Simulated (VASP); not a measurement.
# Ga (C2/c) in VASP: a series of runs

The runs below take Ga through single point, with LDA, PBEsol.

Program: VASP 6.6.1. These are calculated values, not measurements. Logs are shortened: lines on timing, memory, paths and dates and some standing lists are left out, and cuts for length are marked.

**1. The cell of the first run**

Symmetry: C2/c, No. 15, monoclinic system. The conventional cell has a = 2.784 Å, b = 8.106 Å, c = 3.354 Å, α = 90.00°, β = 92.02°, γ = 90.00°. Ga (site symmetry 2) has 10 Ga at 2.71 to 3.35 Å within 3.6 Å.

**2. Single point, LDA**

Input file INCAR:

```
PREC = Accurate
ENCUT = 520
EDIFF = 1E-7
ISMEAR = -1
SIGMA = 0.05
LREAL = False
LASPH = True
NELM = 60
ALGO = Fast
ISIF = 2
LWAVE = False
LCHARG = False
NBANDS = 20
```

Input file KPOINTS:

```
regular mesh
0
Gamma
  10 10 8
```

Input file POSCAR:

```
Ga
1.0
    1.3921592073     -4.0531663400      0.0000000000
    1.3921592073      4.0531663400      0.0000000000
   -0.1182253154      0.0000000000      3.3519825971
Ga
2
Direct
    0.1310000000      0.8690000000      0.7500000000
    0.8690000000      0.1310000000      0.2500000000
```

Potentials or basis: VASP PAW LDA potentials, release 64 (Ga_d).

The run is started by

```console
cat potpaw_LDA.64/Ga_d/POTCAR > POTCAR
mpirun -np 1 vasp_std > vasp.out
```

OUTCAR:

```text
PREC = Accurate
   ENCUT = 520
   EDIFF = 1E-7
   ISMEAR = -1
   LREAL = False
   LASPH = True
   NELM = 60
   ISIF = 2

 ion  position               nearest neighbor table
   1  0.131  0.869  0.750-   2 2.71   2 2.71   2 2.88   2 2.88
   2  0.869  0.131  0.250-   1 2.71   1 2.71   1 2.88   1 2.88

  LATTYP: Found a base centered monoclinic cell.
 ALAT       =     2.7843184146
 B/A-ratio  =     2.9114244396
 C/A-ratio  =     1.2046276211
 COS(beta)  =    -0.0352483478

  Lattice vectors:

 A1 = (   1.3921592073,  -4.0531663400,   0.0000000000)
 A2 = (   1.3921592073,   4.0531663400,   0.0000000000)
 A3 = (  -0.1182253154,   0.0000000000,   3.3519825971)

Analysis of symmetry for initial positions (statically):
=====================================================================
 Subroutine PRICEL returns:
 Original cell was already a primitive cell.

 Routine SETGRP: Setting up the symmetry group for a
 base centered monoclinic supercell.

 Subroutine GETGRP returns: Found  4 space group operations
 (whereof  2 operations were pure point group operations)
 out of a pool of  4 trial point group operations.

The static configuration has the point symmetry S_2 .
 The point group associated with its full space group is C_2h.

Analysis of symmetry for dynamics (positions and initial velocities):
=====================================================================
 Subroutine PRICEL returns:
 Original cell was already a primitive cell.

 Routine SETGRP: Setting up the symmetry group for a
 base centered monoclinic supercell.

 Subroutine GETGRP returns: Found  4 space group operations
 (whereof  2 operations were pure point group operations)
 out of a pool of  4 trial point group operations.

The dynamic configuration has the point symmetry S_2 .
 The point group associated with its full space group is C_2h.

 Subroutine INISYM returns: Found  4 space group operations
 (whereof  2 operations are pure point group operations),
 and found     1 'primitive' translations

----------------------------------------------------------------------------------------

                                     Primitive cell

  volume of cell :      37.8281

  direct lattice vectors                    reciprocal lattice vectors
     1.392159207 -4.053166340  0.000000000     0.359154325 -0.123360345  0.012667468
     1.392159207  4.053166340  0.000000000     0.359154325  0.123360345  0.012667468
    -0.118225315  0.000000000  3.351982597     0.000000000  0.000000000  0.298330904

  length of vectors
     4.285588015  4.285588015  3.354066868     0.379960614  0.379960614  0.298330904

  position of ions in fractional coordinates (direct lattice)
     0.131000000  0.869000000  0.750000000
     0.869000000  0.131000000  0.250000000

  ion indices of the primitive-cell ions
   primitive index   ion index
                 1           1
                 2           2

----------------------------------------------------------------------------------------

 KPOINTS: regular mesh

Automatic generation of k-mesh.
 Grid dimensions read from file:
 generate k-points for:   10   10    8

 Generating k-lattice:

  Cartesian coordinates                     Fractional coordinates (reciprocal lattice)
     0.035915432 -0.012336035  0.001266747     0.100000000  0.000000000  0.000000000
     0.035915432  0.012336035  0.001266747     0.000000000  0.100000000  0.000000000
     0.000000000  0.000000000  0.037291363     0.000000000  0.000000000  0.125000000

  Length of vectors
     0.037996061  0.037996061  0.037291363

  Shift w.r.t. Gamma in fractional coordinates (k-lattice)
     0.000000000  0.000000000  0.000000000

 Subroutine IBZKPT returns following result:
 ===========================================

 Found    227 irreducible k-points:

 Following reciprocal coordinates:
            Coordinates               Weight
  0.000000  0.000000  0.000000      1.000000
  0.100000  0.000000  0.000000      4.000000
  0.200000  0.000000  0.000000      4.000000
  0.300000 -0.000000  0.000000      4.000000
  0.400000 -0.000000 -0.000000      4.000000
  0.500000 -0.000000  0.000000      2.000000
[... 16 lines left out ...]
  0.300000  0.300000  0.000000      2.000000
  0.400000  0.300000  0.000000      4.000000
 [... further k-points ...]
   k-points           NKPTS =    227   k-points in BZ     NKDIM =    227   number of bands    NBANDS=     20
   number of dos      NEDOS =    301   number of ions     NIONS =      2
   total plane-waves  NPLWV =  28672
   dimension x,y,z NGX =    32 NGY =   32 NGZ =   28
   dimension x,y,z NGXF=    64 NGYF=   64 NGZF=   56
   ions per type =               2
   NGX,Y,Z   is equivalent  to a cutoff of  12.41, 12.41, 13.88 a.u.
   NGXF,Y,Z  is equivalent  to a cutoff of  24.83, 24.83, 27.76 a.u.
 SYSTEM =  unknown system
   PREC   = accura    normal or accurate (medium, high low for compatibility)
   ISTART =      0    job   : 0-new  1-cont  2-samecut
   ICHARG =      2    charge: 1-file 2-atom 10-const
   ISPIN  =      1    spin polarized calculation?
   LNONCOLLINEAR =      F non collinear calculations
   LSORBIT =      F    spin-orbit coupling
   LASPH  =      T    aspherical Exc in radial PAW
   ENCUT  =  520.0 eV  38.22 Ry    6.18 a.u.   7.97  7.97  6.24*2*pi/ulx,y,z
   NELM   =     60;   NELMIN=  2; NELMDL= -5     # of ELM steps
   EDIFF  = 0.1E-06   stopping-criterion for ELM
   LREAL  =      F    real-space projection
   EDIFFG = 0.1E-05   stopping-criterion for IOM
   NSW    =      0    number of steps for IOM
   IBRION =     -1    ionic relax: 0-MD 1-quasi-New 2-CG
   NFREE  =      0    steps in history (QN), initial steepest desc. (CG)
   ISIF   =      2    stress and relaxation
   ISYM   =      2    0-nonsym 1-usesym 2-fastsym
   POTIM  = 0.5000    time-step for ionic-motion
   TEBEG  =    0.0;   TEEND  =   0.0 temperature during run
   PSTRESS=    0.0 pullay stress
   NELECT =      26.0000    total number of electrons
   NUPDOWN=      -1.0000    fix difference up-down
   EMIN   =  10.00;   EMAX   =-10.00  energy-range for DOS
   EFERMI =   0.00;   METHOD = LEGACY
   ISMEAR =    -1;   SIGMA  =   0.05  broadening in eV -4-tet -1-fermi 0-gaus
   EFERMI_NEDOS =   21; number of points for ismear=-14 and -15
   IALGO  =     68    algorithm
   IMIX   =      4    mixing-type and parameters
     AMIX     =   0.40;   BMIX     =  1.00
     AMIX_MAG =   1.60;   BMIX_MAG =  1.00
  volume/ion in A,a.u.               =      18.91       127.64
  Fermi-wavevector in a.u.,A,eV,Ry     =   1.444755  2.730191 28.399678  2.087317
  Thomas-Fermi vector in A             =   2.563014
   LORBIT       =      0    0 simple, 1 ext, 2 COOP (PROOUT), +10 PAW based schemes
   GGA     = CA    functional components
   LHFCALC =     F    Hartree Fock is set to
   AEXX    =    0.0000 exact exchange contribution
   IVDW    =     0    specifies the selected vdW correction
   LEPSILON=     F    determine dielectric tensor
   LRPA    =     F    only Hartree local field effects (RPA)
 non-spin polarized calculation
 RMM-DIIS sequential band-by-band and
  energy-cutoff  :      520.00
  volume of cell :       37.83
 maximum number of plane-waves:      1038
   NGX = 15   NGY = 15   NGZ = 13

 number of electron      26.0000010 magnetization

 Free energy of the ion-electron system (eV)
  ---------------------------------------------------
  ext. energy  EPLUGINS =         0.00000000
  ---------------------------------------------------
  free energy    TOTEN  =        -7.11495641 eV

  energy without entropy =       -7.10859032  energy(sigma->0) =       -7.11177337

 E-fermi :   5.1953     XC(G=0): -11.2706

 val. band max:        5.1898057101   @ k =  -0.2000   0.0000   0.1250
 cond. band min:       5.2073045542   @ k =  -0.2000   0.3000   0.3750
 fundamental gap:      0.0174988442
 Fermi energy:         5.1952563742

 k-point     1 :       0.0000    0.0000    0.0000
  band No.  band energies     occupation
      1      -9.9998      2.00000
      2      -9.9870      2.00000
      3      -9.9563      2.00000
      4      -9.9299      2.00000
      5      -9.6712      2.00000
      6      -9.6706      2.00000
[... 12 lines left out ...]
     19      15.6840      0.00000
     20      18.3162      0.00000

 k-point     2 :       0.1000    0.0000    0.0000
  band No.  band energies     occupation
      1      -9.9922      2.00000
      2      -9.9714      2.00000
      3      -9.9348      2.00000
      4      -9.8945      2.00000
      5      -9.6890      2.00000
      6      -9.6872      2.00000
[... 12 lines left out ...]
     19      16.0775      0.00000
     20      19.0910      0.00000

 k-point     3 :       0.2000    0.0000    0.0000
  band No.  band energies     occupation
      1      -9.9727      2.00000
      2      -9.9387      2.00000
      3      -9.8801      2.00000
      4      -9.8087      2.00000
      5      -9.7348      2.00000
      6      -9.7255      2.00000
[... 12 lines left out ...]
     19      16.2700      0.00000
     20      20.1084      0.00000

 k-point     4 :       0.3000   -0.0000    0.0000
  band No.  band energies     occupation
      1      -9.9506      2.00000
      2      -9.9070      2.00000
      3      -9.8338      2.00000
      4      -9.8112      2.00000
      5      -9.7930      2.00000
      6      -9.7060      2.00000
[... 12 lines left out ...]
     19      16.4713      0.00000
     20      18.6859      0.00000

 k-point     5 :       0.4000   -0.0000   -0.0000
  band No.  band energies     occupation
      1      -9.9349      2.00000
      2      -9.9057      2.00000
      3      -9.8470      2.00000
      4      -9.8346      2.00000
      5      -9.8141      2.00000
      6      -9.7171      2.00000
[... 12 lines left out ...]
     19      15.6753      0.00000
     20      17.3771      0.00000
[... 353 lines left out ...]
      6      -9.7174      2.00000
[... 12 lines left out ...]
     19      15.7503      0.00000
     20      19.3380      0.00000

 k-point    22 :      -0.2000    0.2000    0.0000
  band No.  band energies     occupation
      1     -10.0163      2.00000
      2      -9.9587      2.00000
      3      -9.9400      2.00000
      4      -9.8803      2.00000
      5      -9.7132      2.00000
      6      -9.6934      2.00000
[... 12 lines left out ...]
     19      16.9573      0.00000
     20      17.1953      0.00000

 k-point    23 :       0.3000    0.3000    0.0000
  band No.  band energies     occupation
      1      -9.9310      2.00000
      2      -9.9158      2.00000
      3      -9.8378      2.00000
      4      -9.7934      2.00000
      5      -9.7549      2.00000
      6      -9.7356      2.00000
[... 12 lines left out ...]
     19      14.7478      0.00000
     20      16.4431      0.00000

 k-point    24 :       0.4000    0.3000    0.0000
  band No.  band energies     occupation
      1      -9.8994      2.00000
      2      -9.8967      2.00000
      3      -9.8257      2.00000
      4      -9.7950      2.00000
      5      -9.7721      2.00000
      6      -9.7270      2.00000
[... 12 lines left out ...]
     19      14.8152      0.00000
     20      16.9957      0.00000

 [... further k-points ...]
[... 5 lines left out ...]
  --------------------------------------------------------------------------------------
  -------------------------------------------------------------------------------------
  Total       -1.0283362     -1.1178257     -1.2387578      0.0000000      0.0000000      0.0804280
  in kB      -43.5542592    -47.3445043    -52.4664762      0.0000000      0.0000000      3.4064558
  external PRESSURE =     -47.7884133 kB  Pullay stress =       0.0000000 kB

 VOLUME and BASIS-vectors are now :
 -----------------------------------------------------------------------------
  energy-cutoff  :      520.00
  volume of cell :       37.83
      direct lattice vectors                 reciprocal lattice vectors
     1.392159207 -4.053166340  0.000000000     0.359154325 -0.123360345  0.012667468
     1.392159207  4.053166340  0.000000000     0.359154325  0.123360345  0.012667468
    -0.118225315  0.000000000  3.351982597     0.000000000  0.000000000  0.298330904

 POSITION                                       TOTAL-FORCE (eV/Angst)
 -----------------------------------------------------------------------------------
      1.30349      2.99124      2.51399         0.000000     -0.172817      0.000000
      1.36260     -2.99124      0.83800        -0.000000      0.172817     -0.000000
 -----------------------------------------------------------------------------------
    total drift:                                0.000000      0.000000     -0.000000

  FREE ENERGIE OF THE ION-ELECTRON SYSTEM (eV)
  ---------------------------------------------------
  free  energy   TOTEN  =        -7.1149564119 eV

  energy  without entropy=       -7.1085903241  energy(sigma->0) =       -7.11177337
```

Run time: 68 s. Hardware: 1 thread of Intel Xeon 6975P-C (Granite Rapids), shared host; peak memory 0.25 GiB.

Results:

- Free energy: -7.1150 eV
- Pressure: -4.8 GPa
- Largest force: 0.173 eV/Å
- Band gap on the k mesh: zero (band 13 reaches 9.13 eV, above the bottom of band 14 at 0.96 eV)

Forces in eV/Å, atoms in the order of the input:
```
Ga   0.000 -0.173  0.000
Ga   0.000  0.173  0.000
```

Stress tensor (GPa, compression positive):
```
-4.36  0.00  0.34
 0.00 -4.73  0.00
 0.34  0.00 -5.25
```

**3. Single point, LDA**

This run uses another cell than the first one, of 19.28 Å³/atom, 1.020 times its volume.

Input file INCAR:

```
SYSTEM = Ga
ALGO = Fast
EDIFF = 1E-7
ENCUT = 520
GGA = CA
ISIF = 2
ISMEAR = -1
LASPH = .TRUE.
LCHARG = .FALSE.
LREAL = .FALSE.
LWAVE = .FALSE.
NBANDS = 20
NELM = 60
PREC = Accurate
SIGMA = 0.05
```

Input file KPOINTS:

```
k-points
0
G
  10 10 8
  0 0 0
```

Input file POSCAR:

```
Ga
1.0
    1.4011994555     -4.0794863395      0.0000000000
    1.4011994555      4.0794863395      0.0000000000
   -0.1189930338      0.0000000000      3.3737493278
Ga
2
Direct
    0.1310000000      0.8690000000      0.7500000000
    0.8690000000      0.1310000000      0.2500000000
```

Potentials or basis: VASP PAW LDA potentials, release 64 (Ga_d).

The run is started by

```console
cat potpaw_LDA.64/Ga_d/POTCAR > POTCAR
mpirun -np 1 vasp_std > vasp.out
```

It took 73 s on 1 thread of Intel Xeon 6975P-C (Granite Rapids), shared host; peak memory 0.25 GiB.

The run converged. Its results:

- Free energy: -7.0913 eV
- Pressure: -5.5 GPa
- Largest force: 0.162 eV/Å
- Band gap on the k mesh: zero (band 13 reaches 8.91 eV, above the bottom of band 14 at 0.87 eV)

Forces on the atoms (eV/Å):
```
Ga   0.000 -0.162  0.000
Ga   0.000  0.162  0.000
```

Stress tensor (GPa, compression positive):
```
-5.15  0.00  0.29
 0.00 -5.45  0.00
 0.29  0.00 -5.97
```

Levels at points of the mesh, in eV from the Fermi level:
```tsv
k point	band 11	band 12	band 13	band 14	band 15	band 16
(0.00, 0.00, 0.00)	-10.91	-1.94	-1.81	1.61	5.49	9.34
(0.50, 0.00, 0.00)	-5.99	-4.83	-1.23	-0.09	5.54	6.29
(0.50, 0.50, 0.00)	-8.85	-8.37	3.89	4.44	5.58	5.80
(0.00, 0.00, 0.50)	-7.59	-7.59	1.71	1.71	2.35	2.35
(0.50, 0.00, 0.50)	-2.93	-2.85	-1.53	-1.49	1.73	2.25
(0.50, 0.50, 0.50)	-5.97	-5.97	-4.14	-4.14	10.45	10.45
```

**4. Single point, LDA**

This run uses another cell than the first one, of 19.66 Å³/atom, 1.039 times its volume.

Input file INCAR:

```
SYSTEM = Ga
PREC     = Accurate       ! precision mode
ENCUT    = 520            ! plane-wave cutoff, eV
EDIFF    = 1E-7           ! SCF threshold, eV
ISMEAR   = -1             ! smearing method
SIGMA    = 0.05           ! smearing width, eV
LREAL    = .False.        ! projectors in reciprocal space
LASPH    = .True.         ! aspherical terms in the spheres
NELM     = 100            ! most SCF steps
ALGO     = Fast           ! electronic algorithm
ISIF     = 2              ! what is computed and relaxed
LWAVE    = .False.        ! write WAVECAR
LCHARG   = .True.         ! write CHGCAR
GGA      = CA             ! functional
LELF     = .True.         ! ELF
LVHAR    = .True.       
NBANDS   = 20             ! bands
```

Input file KPOINTS:

```
Automatic mesh
0
Gamma
  10 10 8
  0 0 0
```

Input file POSCAR:

```
Ga
1.0
    1.4101245334     -4.1054710295      0.0000000000
    1.4101245334      4.1054710295      0.0000000000
   -0.1197509717      0.0000000000      3.3952387564
Ga
2
Direct
    0.1310000000      0.8690000000      0.7500000000
    0.8690000000      0.1310000000      0.2500000000
```

The run is started by

```console
cat potpaw_LDA.64/Ga_d/POTCAR > POTCAR
mpirun -np 1 vasp_std > vasp.out
```

Wall time 71 s (1 thread of Intel Xeon 6975P-C (Granite Rapids), shared host); peak memory 0.25 GiB.

Results (log left out):

* Free energy: -7.0645 eV
* Pressure: -6.1 GPa
* Largest force: 0.150 eV/Å
* Band gap on the k mesh: zero (band 13 reaches 8.69 eV, above the bottom of band 14 at 0.79 eV)

Forces in eV/Å, atoms in the order of the input:
```
Ga   0.000 -0.150  0.000
Ga   0.000  0.150  0.000
```

Stress tensor (GPa, compression positive):
```
-5.80  0.00  0.25
 0.00 -6.03  0.00
 0.25  0.00 -6.57
```

Levels at points of the mesh, in eV from the Fermi level:
```csv
k point,band 11,band 12,band 13,band 14,band 15,band 16
"(0.00, 0.00, 0.00)",-10.77,-1.89,-1.86,1.61,5.46,9.21
"(0.50, 0.00, 0.00)",-5.95,-4.75,-1.19,-0.12,5.45,6.18
"(0.50, 0.50, 0.00)",-8.74,-8.27,3.85,4.39,5.47,5.70
"(0.00, 0.00, 0.50)",-7.50,-7.50,1.70,1.70,2.31,2.31
"(0.50, 0.00, 0.50)",-2.94,-2.84,-1.49,-1.48,1.72,2.23
"(0.50, 0.50, 0.50)",-5.93,-5.93,-4.04,-4.04,10.29,10.29
```

**5. Single point, PBEsol**

This run uses another cell than the first one, of 19.66 Å³/atom, 1.039 times its volume.

Input file INCAR:

```
PREC = Accurate ; ENCUT = 520
EDIFF = 1E-6 ; ISMEAR = -1
SIGMA = 0.05 ; LREAL = F
LASPH = T ; NELM = 80
ALGO = Fast ; ISIF = 2
LWAVE = F ; LCHARG = F
GGA = PS ; NBANDS = 20
```

Input file KPOINTS:

```
regular mesh
0
Gamma
  10 10 8
```

POSCAR is that of step 4.

Potentials or basis: VASP PAW PBE potentials, release 64 (Ga_d).

The run is started by

```console
cat potpaw_PBE.64/Ga_d/POTCAR > POTCAR
mpirun -np 1 vasp_std > vasp.out
```

It took 65 s on 1 thread of Intel Xeon 6975P-C (Granite Rapids), shared host; peak memory 0.27 GiB.

It converged, with:

```
Free energy            : -6.6291 eV
Pressure               : -4.5 GPa
Largest force          : 0.169 eV/Å
Band gap on the k mesh : zero (band 13 reaches 8.82 eV, above the bottom of band 14 at 0.85 eV)
```

Forces in eV/Å, atoms in the order of the input:
```
Ga   0.000 -0.169  0.000
Ga   0.000  0.169  0.000
```

Stress tensor (GPa, compression positive):
```
-4.02  0.00  0.29
 0.00 -4.26  0.00
 0.29  0.00 -5.16
```

Levels at points of the mesh, in eV from the Fermi level:
| k point | band 10 | band 11 | band 12 | band 13 | band 14 | band 15 | band 16 | band 17 |
| --- | --- | --- | --- | --- | --- | --- | --- | --- |
| (0.00, 0.00, 0.00) | -14.54 | -10.78 | -1.91 | -1.78 | 1.62 | 5.34 | 9.27 | 9.72 |
| (0.50, 0.00, 0.00) | -14.55 | -5.92 | -4.77 | -1.21 | -0.10 | 5.52 | 6.26 | 8.11 |
| (0.50, 0.50, 0.00) | -14.59 | -8.75 | -8.27 | 3.87 | 4.41 | 5.50 | 5.72 | 7.26 |
| (0.00, 0.00, 0.50) | -14.60 | -7.50 | -7.50 | 1.69 | 1.69 | 2.31 | 2.31 | 11.09 |
| (0.50, 0.00, 0.50) | -14.56 | -2.89 | -2.81 | -1.51 | -1.48 | 1.72 | 2.24 | 4.20 |
| (0.50, 0.50, 0.50) | -14.67 | -5.89 | -5.89 | -4.10 | -4.10 | 10.37 | 10.37 | 11.25 |

Caveat: the PAW data sets were made with another functional, which shifts forces and pressure a little.

**6. The runs side by side**

```tsv
level	potentials or basis	cell	further INCAR settings	gap on the mesh (eV)	pressure (GPa)	largest force (eV/Å)
LDA	VASP PAW LDA potentials, release 64 (Ga_d)	a = 4.286, b = 4.286, c = 3.354 Å, angles 90.7, 90.7, 142.1°, 2 atoms	ALGO = Fast; EDIFF = 1e-07; NBANDS = 20	none	-4.8	0.17
LDA	VASP PAW LDA potentials, release 64 (Ga_d)	a = 4.313, b = 4.313, c = 3.376 Å, angles 90.7, 90.7, 142.1°, 2 atoms	ALGO = Fast; EDIFF = 1e-07; NBANDS = 20	none	-5.5	0.16
LDA	VASP PAW LDA potentials, release 64 (Ga_d)	a = 4.341, b = 4.341, c = 3.397 Å, angles 90.7, 90.7, 142.1°, 2 atoms	ALGO = Fast; EDIFF = 1e-07; NBANDS = 20	none	-6.1	0.15
PBEsol	VASP PAW PBE potentials, release 64 (Ga_d)	a = 4.341, b = 4.341, c = 3.397 Å, angles 90.7, 90.7, 142.1°, 2 atoms	ALGO = Fast; EDIFF = 1e-06; NBANDS = 20	none	-4.5	0.17
```

Alike in all rows: task single point; no spin polarisation; k mesh 10 × 10 × 8; cutoff (eV) 520; smearing fermi-dirac 0.05 eV.

Caveats: the PAW data sets were made with another functional, which shifts forces and pressure a little (some runs).

Total energies depend on the potentials used, so only differences within one code and one set of settings carry meaning.
